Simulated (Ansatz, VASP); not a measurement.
**One calculation of NiO, two programs**

```xyz
4
Lattice="0.0000 2.0913 2.0913 2.0913 0.0000 2.0913 4.1826 4.1826 0.0000" Properties=species:S:1:pos:R:3 pbc="T T T"
Ni    0.0000    0.0000    0.0000
Ni    2.0913    2.0913    0.0000
O     2.0913    2.0913    2.0913
O     4.1826    4.1826    2.0913
```

Alike in both runs: task single point; functional PBE; k mesh 8 × 8 × 8; occupations gaussian, width 0.05 eV; collinear spin; Hubbard terms Ni d U = 7.0 eV.

```csv
,VASP,Ansatz
version,VASP 6.6.1,Ansatz 0.2.0
potentials or method,"VASP PAW PBE potentials, release 64 (Ni, O), cutoff 520 eV","scalar-relativistic, plane waves, PAW"
valence electrons in the cell,32,48
```

Ansatz gave:

| Property | Result |
| --- | --- |
| pressure (GPa) | 10.0 |

Question: Which values does VASP return?

Answer: Pressure (GPa): -13.3.

The programs project onto different local orbitals, so the same U acts differently, and such runs can settle in different states. VASP's potentials hold 32 valence electrons a cell and Ansatz's 48, so a difference there can come from the potentials and not from the codes. Ansatz's warnings: magnetization residual over threshold, specified occupation not kept, symmetry narrowed by occupation matrices.
